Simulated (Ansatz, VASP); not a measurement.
## One calculation of Ir12S, two programs

INCAR

```
PREC     = Accurate       # precision mode
ENCUT    = 520            # plane-wave cutoff, eV
EDIFF    = 1E-6           # SCF threshold, eV
ISMEAR   = 0              # smearing method
SIGMA    = 0.1            # smearing width, eV
LREAL    = F              # projectors in reciprocal space
LASPH    = T              # aspherical terms in the spheres
NELM     = 80             # most SCF steps
ALGO     = Normal         # electronic algorithm
ISIF     = 2              # what is computed and relaxed
LWAVE    = F              # write WAVECAR
LCHARG   = F              # write CHGCAR
LDIPOL   = T            
IDIPOL   = 3            
DIPOL    = 0.5 0.5 0.297
GGA      = PE             # functional
IVDW     = 12             # dispersion correction
NBANDS   = 69             # bands
```

The input KPOINTS:

```
Automatic mesh
0
Gamma
  5 5 1
```

File POSCAR:

```
Ir12S
1.0
    5.4309029918      0.0000000000      0.0000000000
    0.0000000000      5.4309029918      0.0000000000
    0.0000000000      0.0000000000     21.0013955423
Ir S
12 1
Direct
    0.2500000000      0.2500000000      0.1904635333
    0.2500000000      0.7500000000      0.1904635333
    0.7500000000      0.2500000000      0.1904635333
    0.7500000000      0.7500000000      0.1904635333
    0.0000000000      0.0000000000      0.2785823619
    0.0000000000      0.5000000000      0.2785823619
    0.5000000000      0.0000000000      0.2785823619
    0.5000000000      0.5000000000      0.2785823619
    0.2500000000      0.2500000000      0.3667087517
    0.2500000000      0.7500000000      0.3667087517
    0.7500000000      0.2500000000      0.3667087517
    0.7500000000      0.7500000000      0.3667087517
    0.2500000000      0.3333333333      0.5238411667
```

Input for Ansatz:

```yaml
crystal:
  lattice:
    - [5.4309029918, 0.0, 0.0]
    - [0.0, 5.4309029918, 0.0]
    - [0.0, 0.0, 21.0013955423]
  atoms:
    - { symbol: Ir, position: [0.25, 0.25, 0.1904635333] }
    - { symbol: Ir, position: [0.25, 0.75, 0.1904635333] }
    - { symbol: Ir, position: [0.75, 0.25, 0.1904635333] }
    - { symbol: Ir, position: [0.75, 0.75, 0.1904635333] }
    - { symbol: Ir, position: [0.0, 0.0, 0.2785823619] }
    - { symbol: Ir, position: [0.0, 0.5, 0.2785823619] }
    - { symbol: Ir, position: [0.5, 0.0, 0.2785823619] }
    - { symbol: Ir, position: [0.5, 0.5, 0.2785823619] }
    - { symbol: Ir, position: [0.25, 0.25, 0.3667087517] }
    - { symbol: Ir, position: [0.25, 0.75, 0.3667087517] }
    - { symbol: Ir, position: [0.75, 0.25, 0.3667087517] }
    - { symbol: Ir, position: [0.75, 0.75, 0.3667087517] }
    - { symbol: S, position: [0.25, 0.3333333333, 0.5238411667] }
basis:
  ecutwfc: 420
kpoints:
  mp_grid: { grid: [5, 5, 1] }
hamiltonian:
  xc: pbe
  pseudopotentials: { kind: paw, azcp: { folder: soft_1 } }
  dispersion: d3bj
scf:
  occupations: { method: gaussian, width: 0.1 }
output:
  forces: true
  eigenvalues: true
efield:
  axis: 3
  dipole_correction: true
  ramp_width: 0.04
```

Alike in both runs: task single point; functional PBE; dispersion D3(BJ); k mesh 5 × 5 × 1; occupations gaussian, width 0.1 eV; no spin polarisation.

|  | VASP | Ansatz |
| --- | --- | --- |
| version | VASP 6.6.1 | Ansatz 0.2.0 |
| potentials or method | VASP PAW PBE potentials, release 64 (Ir, S), cutoff 520 eV | scalar-relativistic, plane waves, PAW |
| valence electrons in the cell | 114 | 210 |

```tsv
	VASP	Ansatz	Ansatz less VASP
gap on the k mesh at the Fermi level (eV)	none	none	-
rms of the force components (eV/Å)	0.446	0.441	-0.0051
```

Atom by atom the forces differ by 0.024 eV/Å (rms over components). A gap of «none» marks a metal or a gap that the smearing closes. VASP's potentials hold 114 valence electrons a cell and Ansatz's 210, so a difference there can come from the potentials and not from the codes.

Spin-orbit coupling is off throughout.
